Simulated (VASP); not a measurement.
# Na2S (Fm-3m) in VASP: further runs, part 2 of 2

VASP 6.6.1.

### Step 3. Relaxation of cell and atoms, PBEsol, target pressure -2 GPa, at which the enthalpy is minimised

This run uses another cell than the first one, of 22.90 Å³/atom, 0.923 times its volume.

INCAR

```
SYSTEM = Na2S
PREC     = Accurate       ! precision mode
ENCUT    = 500            ! plane-wave cutoff, eV
EDIFF    = 1E-7           ! SCF threshold, eV
ISMEAR   = 0              ! smearing method
SIGMA    = 0.01           ! smearing width, eV
LREAL    = .False.        ! projectors in reciprocal space
LASPH    = .True.         ! aspherical terms in the spheres
NELM     = 120            ! most SCF steps
ALGO     = Normal         ! electronic algorithm
ISIF     = 3              ! what is computed and relaxed
LWAVE    = .False.        ! write WAVECAR
LCHARG   = .False.        ! write CHGCAR
GGA      = PS             ! functional
IBRION   = 2              ! ionic algorithm
NSW      = 100            ! ionic steps
EDIFFG   = -0.002         ! ionic threshold
PSTRESS  = -20.0        
GGA_COMPAT= .False.      
NELMIN   = 4
```

KPOINTS

```
regular mesh
0
Gamma
  6 6 6
  0 0 0
```

POSCAR

```
Na2S
1.0
    3.2506226757      3.2506226757      0.0000000000
   -3.2506226757      3.2506226757      0.0000000000
    0.0000000000      3.2506226757      3.2506226757
Na S
2 1
Direct
    0.2500000000      0.7500000000      0.5000000000
    0.7500000000      0.2500000000      0.5000000000
    0.0000000000      0.0000000000      0.0000000000
```

Potentials or basis: VASP PAW PBE potentials, release 64 (Na_pv, S).

Command:

```bash
cat potpaw_PBE.64/Na_pv/POTCAR potpaw_PBE.64/S/POTCAR > POTCAR
mpirun -np 1 vasp_std > vasp.out
```

OUTCAR:

```text
SYSTEM = Na2S
   PREC = Accurate
   ENCUT = 500
   EDIFF = 1E-7
   ISMEAR = 0
   LREAL = .False.
   LASPH = .True.
   NELM = 120
   ISIF = 3
   GGA = PS
   IBRION = 2
   NSW = 100
   EDIFFG = -0.002
   PSTRESS = -20.0
   NELMIN = 4

 ion  position               nearest neighbor table
   1  0.250  0.750  0.500-
   2  0.750  0.250  0.500-
   3  0.000  0.000  0.000-

  LATTYP: Found a face centered cubic cell.
 ALAT       =     6.5012453514

  Lattice vectors:

 A1 = (   0.0000000000,   3.2506226757,   3.2506226757)
 A2 = (   3.2506226757,   0.0000000000,   3.2506226757)
 A3 = (   3.2506226757,   3.2506226757,   0.0000000000)

Analysis of symmetry for initial positions (statically):
=====================================================================
 Subroutine PRICEL returns:
 Original cell was already a primitive cell.

 Routine SETGRP: Setting up the symmetry group for a
 face centered cubic supercell.

 Subroutine GETGRP returns: Found 48 space group operations
 (whereof 48 operations were pure point group operations)
 out of a pool of 48 trial point group operations.

The static configuration has the point symmetry O_h .

Analysis of symmetry for dynamics (positions and initial velocities):
=====================================================================
 Subroutine PRICEL returns:
 Original cell was already a primitive cell.

 Routine SETGRP: Setting up the symmetry group for a
 face centered cubic supercell.

 Subroutine GETGRP returns: Found 48 space group operations
 (whereof 48 operations were pure point group operations)
 out of a pool of 48 trial point group operations.

The dynamic configuration has the point symmetry O_h .

 Subroutine INISYM returns: Found 48 space group operations
 (whereof 48 operations are pure point group operations),
 and found     1 'primitive' translations

----------------------------------------------------------------------------------------

[... 117 lines left out ...]
 non-spin polarized calculation
 Gauss-broadening in eV      SIGMA  =   0.01
  energy-cutoff  :      500.00
  volume of cell :       68.70
 maximum number of plane-waves:      1807
 NGX is ok and might be reduce to    36
   NGX = 17   NGY = 17   NGZ = 17

--------------------------------------- Ionic step        1  -------------------------------------------

 number of electron      19.9999984 magnetization

 Free energy of the ion-electron system (eV)
  ---------------------------------------------------
  ext. energy  EPLUGINS =         0.00000000
  ---------------------------------------------------
  free energy    TOTEN  =       -10.37480999 eV

  energy without entropy =      -10.37480999  energy(sigma->0) =      -10.37480999

------------------------ aborting loop because EDIFF is reached ----------------------------------------

  FORCE on cell =-STRESS in cart. coord.  units (eV):
  Direction    XX          YY          ZZ          XY          YZ          ZX
  --------------------------------------------------------------------------------------
  -------------------------------------------------------------------------------------
  Total        0.0199938      0.0199938      0.0199938     -0.0000000     -0.0000000      0.0000000
  in kB        0.4663121      0.4663121      0.4663121     -0.0000000     -0.0000000      0.0000000
  external PRESSURE =      20.4663121 kB  Pullay stress =     -20.0000000 kB
[... 26 lines left out ...]
--------------------------------------- Ionic step        2  -------------------------------------------

 number of electron      20.0000004 magnetization

 E-fermi :   0.1076     XC(G=0):  -7.8634

 val. band max:        0.0136816769   @ k =   0.0000   0.0000   0.0000
 cond. band min:       2.3053169490   @ k =   0.0000   0.0000   0.0000
 fundamental gap:      2.2916352721
 Fermi energy:         0.1075811483

 k-point     1 :       0.0000    0.0000    0.0000
  band No.  band energies     occupation
      1     -22.1032      2.00000
      2     -22.1032      2.00000
      3     -22.1032      2.00000
      4     -22.0522      2.00000
      5     -22.0522      2.00000
      6     -22.0522      2.00000
      7     -10.0827      2.00000
      8       0.0137      2.00000
      9       0.0137      2.00000
     10       0.0137      2.00000
     11       2.3053      0.00000
     12       7.5954      0.00000
     13       7.5954      0.00000
     14       7.5954      0.00000
[... 330 lines left out ...]
--------------------------------------- Ionic step        4  -------------------------------------------

 number of electron      20.0000019 magnetization

 Free energy of the ion-electron system (eV)
  ---------------------------------------------------
  ext. energy  EPLUGINS =         0.00000000
  ---------------------------------------------------
  free energy    TOTEN  =       -10.33745241 eV

  energy without entropy =      -10.33745241  energy(sigma->0) =      -10.33745241

 E-fermi :  -0.0901     XC(G=0):  -7.7221

 val. band max:       -0.1362816609   @ k =   0.0000   0.0000   0.0000
 cond. band min:       2.0420151820   @ k =   0.0000   0.0000   0.0000
 fundamental gap:      2.1782968428
 Fermi energy:        -0.0901236331

 k-point     1 :       0.0000    0.0000    0.0000
  band No.  band energies     occupation
      1     -22.3364      2.00000
      2     -22.3364      2.00000
      3     -22.3364      2.00000
      4     -22.2913      2.00000
      5     -22.2913      2.00000
      6     -22.2913      2.00000
      7     -10.1844      2.00000
      8      -0.1363      2.00000
      9      -0.1363      2.00000
     10      -0.1363      2.00000
     11       2.0420      0.00000
     12       7.3190      0.00000
     13       7.3190      0.00000
     14       7.3190      0.00000
[... 287 lines left out ...]
  energy  without entropy=      -10.3374524096  energy(sigma->0) =      -10.33745241

  enthalpy is  TOTEN    =       -11.2662169398 eV   P V=       -0.9287645302

 reached required accuracy - stopping structural energy minimisation
```

Wall time 70 s (1 thread of AMD EPYC 7R13, shared host); peak memory 0.17 GiB.

What came out:

```
Free energy                                            : -10.3375 eV
Relaxed volume                                         : 24.80 Å³/atom
Relaxed cell                                           : a = 4.721 Å, b = 4.721 Å, c = 4.721 Å, α = 60.00°, β = 60.00°, γ = 90.00°
Space group after relaxing (to 0.05 Å)                 : Fm-3m (No. 225)
Energy change on relaxing (the enthalpy is what falls) : +12.5 meV/atom
Ionic steps                                            : 4
Pressure after relaxing                                : -2.0 GPa
Band gap on the k mesh                                 : 2.18 eV, direct
```

Step by step:
| step | energy change (eV) | largest force (eV/Å) | pressure (GPa) | volume (Å³) |
| --- | --- | --- | --- | --- |
| 1 | 0.0000 | 0.0000 | 0.05 | 68.70 |
| 2 | 0.0102 | 0.0000 | -1.12 | 71.65 |
| 3 | 0.0411 | 0.0000 | -2.09 | 74.69 |
| 4 | 0.0374 | 0.0000 | -2.01 | 74.40 |

Final structure:
```
Na S
1.0
     3.33825    3.33825    0.00000
    -3.33825    3.33825    0.00000
     0.00000    3.33825    3.33825
Na S
2 1
Direct
  0.25000 0.75000 0.50000
  0.75000 0.25000 0.50000
  0.00000 0.00000 0.00000
```

Levels at points of the mesh, in eV from the valence-band top:
```csv
k point,band 8,band 9,band 10,band 11,band 12,band 13
"(0.00, 0.00, 0.00)",0.00,0.00,0.00,2.18,7.46,7.46
"(0.50, 0.00, 0.00)",-1.58,-0.13,-0.13,4.46,6.07,6.92
"(0.50, 0.50, 0.00)",-1.41,-0.44,-0.44,3.66,5.77,7.92
```

Caveat: the cell is relaxed towards a set pressure, so the enthalpy falls and the energy may rise; the PAW data sets were made with another functional, which shifts forces and pressure a little. Zero-point motion and thermal expansion aren't in these numbers.

### Step 4. Relaxation of cell and atoms, PBEsol, target pressure 2 GPa, at which the enthalpy is minimised

This run uses another cell than the first one, of 22.90 Å³/atom, 0.923 times its volume.

INCAR

```
ALGO = Normal ; EDIFF = 1E-7
EDIFFG = -0.002 ; ENCUT = 500
GGA = PS ; GGA_COMPAT = False
IBRION = 2 ; ISIF = 3
ISMEAR = 0 ; LASPH = True
LCHARG = False ; LREAL = False
LWAVE = False ; NELM = 120
NELMIN = 4 ; NSW = 100
PREC = Accurate ; PSTRESS = 20.0
SIGMA = 0.01
```

KPOINTS

```
k-points
0
Gamma
  6 6 6
```

POSCAR is that of step 3.

Command:

```bash
cat potpaw_PBE.64/Na_pv/POTCAR potpaw_PBE.64/S/POTCAR > POTCAR
mpirun -np 1 vasp_std > vasp.out
```

It took 63 s on 1 thread of AMD EPYC 7R13, shared host; peak memory 0.17 GiB.

The run converged. Its results:

| Property | Result |
| --- | --- |
| Free energy | -10.3516 eV |
| Relaxed volume | 21.63 Å³/atom |
| Relaxed cell | a = 4.510 Å, b = 4.510 Å, c = 4.510 Å, α = 60.00°, β = 60.00°, γ = 90.00° |
| Space group after relaxing (to 0.05 Å) | Fm-3m (No. 225) |
| Energy change on relaxing (the enthalpy is what falls) | +7.8 meV/atom |
| Ionic steps | 5 |
| Pressure after relaxing | 2.0 GPa |
| Band gap on the k mesh | 2.61 eV, direct |

The path:
| step | energy change (eV) | largest force (eV/Å) | pressure (GPa) | volume (Å³) |
| --- | --- | --- | --- | --- |
| 1 | 0.0000 | 0.0000 | 0.05 | 68.70 |
| 2 | 0.0119 | 0.0000 | 1.40 | 65.96 |
| 3 | 0.0223 | 0.0000 | 1.94 | 64.96 |
| 4 | 0.0237 | 0.0000 | 2.03 | 64.84 |
| 5 | 0.0233 | 0.0000 | 1.99 | 64.88 |

Final structure:
```cif
data_structure
_symmetry_space_group_name_H-M 'P 1'
_symmetry_Int_Tables_number 1
_cell_length_a 4.5102
_cell_length_b 4.5102
_cell_length_c 4.5102
_cell_angle_alpha 60.000
_cell_angle_beta 60.000
_cell_angle_gamma 90.000
_cell_volume 64.88
loop_
_atom_site_label
_atom_site_type_symbol
_atom_site_fract_x
_atom_site_fract_y
_atom_site_fract_z
_atom_site_occupancy
Na1 Na 0.25000 0.75000 0.50000 1
Na2 Na 0.75000 0.25000 0.50000 1
S1 S 0.00000 0.00000 0.00000 1
```

Levels at points of the mesh, in eV from the valence-band top:
```
           k point  band 6  band 7  band 8  band 9  band 10  band 11  band 12  band 13  band 14
(0.00, 0.00, 0.00)  -21.85  -10.24    0.00    0.00     0.00     2.61     7.92     7.92     7.92
(0.50, 0.00, 0.00)  -21.88   -9.93   -1.81   -0.14    -0.14     5.02     6.61     7.22     7.22
(0.50, 0.50, 0.00)  -21.83   -9.84   -1.61   -0.49    -0.49     3.72     6.17     9.01    10.16
```

Caveat: the cell is relaxed towards a set pressure, so the enthalpy falls and the energy may rise; the PAW data sets were made with another functional, which shifts forces and pressure a little.

### Step 5. Relaxation of cell and atoms, PBEsol

This run uses another cell than the first one, of 23.39 Å³/atom, 0.942 times its volume.

INCAR

```
SYSTEM = Na2S
PREC = Accurate
ENCUT = 500
EDIFF = 1E-7
ISMEAR = -1
SIGMA = 0.05
LREAL = .FALSE.
LASPH = .TRUE.
NELM = 120
ALGO = Normal
ISIF = 3
LWAVE = .FALSE.
LCHARG = .FALSE.
GGA = PS
IBRION = 2
NSW = 100
EDIFFG = -0.002
GGA_COMPAT = .FALSE.
NELMIN = 4
```

KPOINTS

```
regular mesh
0
G
  10 10 10
  0 0 0
```

POSCAR

```
Na2S
1.0
    3.2735000000      3.2735000000      0.0000000000
   -3.2735000000      3.2735000000      0.0000000000
    0.0000000000      3.2735000000      3.2735000000
Na S
2 1
Direct
    0.2500000000      0.7500000000      0.5000000000
    0.7500000000      0.2500000000      0.5000000000
    0.0000000000      0.0000000000      0.0000000000
```

Command:

```bash
cat potpaw_PBE.64/Na_pv/POTCAR potpaw_PBE.64/S/POTCAR > POTCAR
mpirun -np 1 vasp_std > vasp.out
```

Run time: 4.1 min. Hardware: 1 thread of AMD EPYC, shared host; peak memory 0.18 GiB.

Results (log left out):

```yaml
Free_energy: -10.3753 eV
Relaxed_volume: 22.93 Å³/atom
Relaxed_cell: a = 4.599 Å, b = 4.599 Å, c = 4.599 Å, α = 60.00°, β = 60.00°, γ = 90.00°
Space_group_after_relaxing_to_0.05_Å: Fm-3m (No. 225)
Energy_gained_by_relaxing: 0.8 meV/atom
Ionic_steps: 4
Pressure_after_relaxing: 0.0 GPa
Band_gap_on_the_k_mesh: 2.42 eV, direct
```

The path:
| step | energy change (eV) | largest force (eV/Å) | pressure (GPa) | volume (Å³) |
| --- | --- | --- | --- | --- |
| 1 | 0.0000 | 0.0000 | -0.55 | 70.16 |
| 2 | -0.0020 | 0.0000 | -0.24 | 69.34 |
| 3 | -0.0022 | 0.0000 | 0.10 | 68.55 |
| 4 | -0.0023 | 0.0000 | 0.00 | 68.79 |

Final structure:
```
Na S
1.0
     3.25212    3.25212    0.00000
    -3.25212    3.25212    0.00000
     0.00000    3.25212    3.25212
Na S
2 1
Direct
  0.25000 0.75000 0.50000
  0.75000 0.25000 0.50000
  0.00000 0.00000 0.00000
```

Levels at points of the mesh, in eV from the valence-band top:
```tsv
k point	band 7	band 8	band 9	band 10	band 11	band 12	band 13	band 14
(0.00, 0.00, 0.00)	-10.15	0.00	0.00	0.00	2.42	7.72	7.72	7.72
(0.50, 0.00, 0.00)	-9.89	-1.71	-0.14	-0.14	4.78	6.38	7.09	7.09
(0.50, 0.50, 0.00)	-9.81	-1.52	-0.47	-0.47	3.70	6.00	8.53	9.77
```

Caveat: the PAW data sets were made with another functional, which shifts forces and pressure a little. A k mesh can miss the band edges.

### Step 6. Overview

| task | cell | k mesh | smearing | gap on the mesh (eV) | pressure (GPa) |
| --- | --- | --- | --- | --- | --- |
| single point | a = 4.722 Å, angles 60.0, 60.0, 90.0°, 3 atoms | 6 × 6 × 6 | gaussian 0.01 eV | 2.18 | -2.0 |
| relaxation of cell and atoms | relaxed to -2 GPa from a = 4.597 Å, angles 60.0, 60.0, 90.0°, 3 atoms | 6 × 6 × 6 | gaussian 0.01 eV | 2.18 | -2.0 |
| relaxation of cell and atoms | relaxed to 2 GPa from a = 4.597 Å, angles 60.0, 60.0, 90.0°, 3 atoms | 6 × 6 × 6 | gaussian 0.01 eV | 2.61 | 2.0 |
| relaxation of cell and atoms | relaxed from a = 4.629 Å, angles 60.0, 60.0, 90.0°, 3 atoms | 10 × 10 × 10 | fermi-dirac 0.05 eV | 2.42 | 0.0 |

Alike in all rows: level PBEsol; potentials or basis VASP PAW PBE potentials, release 64 (Na_pv, S); no spin polarisation; cutoff (eV) 500.

Caveats: the PAW data sets were made with another functional, which shifts forces and pressure a little; the cell is relaxed towards a set pressure, so the enthalpy falls and the energy may rise (some runs).

Total energies depend on the potentials used, so only differences within one code and one set of settings carry meaning.
